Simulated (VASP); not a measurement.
**CaMg7O8: single point with r2SCAN**

CaMg7O8:

```
O Mg Ca
1.0
     8.59655    0.00000    0.00000
     0.00000    8.59655    0.00000
     0.00000    0.00000    8.59655
O Mg Ca
32 28 4
Direct
  0.25237 0.99884 0.99958
  0.26171 0.99722 0.49936
  0.25090 0.50019 0.99985
  0.25252 0.50181 0.49990
  0.74779 0.99708 0.99934
  0.73782 0.98711 0.49895
  0.74955 0.50166 0.99957
  0.74793 0.51100 0.49937
  0.00259 0.25188 0.99560
  0.01243 0.26172 0.50527
  0.00090 0.74738 0.98832
  0.00285 0.73776 0.51264
  0.49809 0.25020 0.98832
  0.48847 0.25214 0.51264
  0.49949 0.74878 0.99536
  0.49806 0.74735 0.50443
  0.99987 0.01009 0.23701
  0.99992 0.00099 0.76097
  0.00001 0.48951 0.24772
  0.00015 0.49812 0.75219
  0.50022 0.98898 0.24698
  0.50018 0.99791 0.75159
  0.50030 0.50961 0.24918
  0.50026 0.50105 0.75051
  0.24022 0.24930 0.24772
  0.24883 0.24944 0.75219
  0.26032 0.74959 0.24917
  0.25176 0.74955 0.75052
  0.76079 0.24917 0.23701
  0.75170 0.24922 0.76097
  0.73969 0.74951 0.24698
  0.74862 0.74948 0.75159
  0.00071 0.00192 0.99721
  0.00069 0.49762 0.99669
  0.00380 0.49977 0.50370
  0.49964 0.99634 0.99639
  0.49806 0.99284 0.50347
  0.49975 0.50230 0.99653
  0.49747 0.50486 0.50336
  0.24833 0.24999 0.99669
  0.25047 0.25309 0.50370
  0.25300 0.74903 0.99653
  0.25557 0.74676 0.50337
  0.75262 0.24999 0.99721
  0.74705 0.74893 0.99639
  0.74354 0.74736 0.50346
  0.25358 0.99892 0.24611
  0.25310 0.99921 0.75316
  0.25052 0.49982 0.24918
  0.25061 0.49990 0.75084
  0.74649 0.99578 0.24261
  0.74728 0.99658 0.75602
  0.74963 0.50287 0.24611
  0.74992 0.50239 0.75316
  0.00242 0.25171 0.24184
  0.00313 0.25243 0.75511
  0.00063 0.74641 0.75214
  0.49712 0.24993 0.75214
  0.49971 0.74901 0.24863
  0.49964 0.74893 0.75072
  0.00217 0.99970 0.50149
  0.75041 0.25146 0.50149
  0.00025 0.74771 0.24810
  0.49841 0.24954 0.24809
```

```yaml
Program: VASP 6.6.1
Task: single point
Functional: r2SCAN
Potentials_or_basis: VASP PAW PBE potentials, release 64 (O, Mg, Ca_sv)
Cutoff: 520 eV
k_mesh: 1 × 1 × 1
Occupations: fermi-dirac, width 0.05 eV
Spin: no spin polarisation
```

```yaml
Pressure: -1.0 GPa
Largest_force: 0.259 eV/Å
Band_gap_on_the_k_mesh: 5.31 eV
```

Forces in eV/Å, atoms in the order of the input:
```
O   -0.007 -0.001  0.010
O    0.185 -0.007 -0.004
O   -0.004  0.004  0.006
O   -0.007 -0.008 -0.003
O    0.002  0.002  0.006
O   -0.175 -0.173 -0.013
O   -0.002 -0.007  0.010
O   -0.004  0.186 -0.006
O   -0.007 -0.002  0.005
O    0.181  0.183  0.027
O    0.005 -0.009 -0.182
O    0.009 -0.178  0.171
O   -0.004  0.002 -0.184
O   -0.181  0.013  0.172
O   -0.004  0.001  0.006
O    0.001  0.004  0.003
O   -0.008  0.179 -0.163
O   -0.002  0.004  0.184
O   -0.001 -0.193 -0.003
O   -0.001  0.016 -0.009
O    0.006 -0.177 -0.007
O    0.003  0.011 -0.010
O    0.005  0.182  0.000
O    0.002 -0.014  0.001
O   -0.190 -0.004 -0.003
O    0.011  0.002 -0.010
O    0.184  0.005  0.001
O   -0.014  0.007  0.001
O    0.182 -0.012 -0.165
O    0.008 -0.007  0.182
O   -0.176  0.007 -0.007
O    0.011  0.008 -0.010
Mg   0.000  0.014 -0.014
Mg  -0.001 -0.027 -0.028
Mg   0.016 -0.001  0.018
Mg  -0.003 -0.022 -0.021
Mg  -0.013 -0.035  0.017
Mg   0.001  0.025 -0.025
Mg  -0.026  0.039  0.022
Mg  -0.027  0.001 -0.027
Mg  -0.003  0.014  0.017
Mg   0.027 -0.001 -0.024
Mg   0.035 -0.025  0.021
Mg   0.015  0.004 -0.013
Mg  -0.021 -0.009 -0.022
Mg  -0.034 -0.013  0.017
Mg   0.025 -0.004 -0.022
Mg   0.023  0.001  0.025
Mg   0.003  0.000 -0.003
Mg   0.002 -0.001  0.005
Mg  -0.023 -0.021 -0.030
Mg  -0.020 -0.021  0.041
Mg  -0.003  0.025 -0.022
Mg   0.002  0.022  0.024
Mg   0.018  0.016 -0.046
Mg   0.027  0.026  0.036
Mg  -0.001 -0.020  0.013
Mg  -0.017  0.002  0.013
Mg   0.000 -0.002  0.002
Mg  -0.002 -0.009  0.010
Ca  -0.024  0.008 -0.027
Ca   0.006 -0.021 -0.027
Ca  -0.008  0.019  0.032
Ca   0.018 -0.008  0.033
```

Stress tensor (GPa, compression positive):
```
-0.98  0.09 -0.02
 0.09 -0.98 -0.02
-0.02 -0.02 -0.97
```

Levels at points of the mesh, in eV from the valence-band top:
```
           k point  band 140  band 141  band 142  band 143  band 144  band 145  band 146  band 147  band 148  band 149
(0.00, 0.00, 0.00)     -0.50     -0.45     -0.02     -0.01      0.00      5.31      6.77      6.86      7.01      7.68
```

It took 9.3 min on 1 thread of AMD EPYC 7R43 64-Core Processor (Zen 3) (shared host), peak memory 0.6 GiB.

Caveat: the k points lie up to 0.73 Å⁻¹ apart; the PAW data sets were made with another functional, which shifts forces and pressure a little; an odd mesh through Γ misses points on the zone boundary, where band edges can lie.
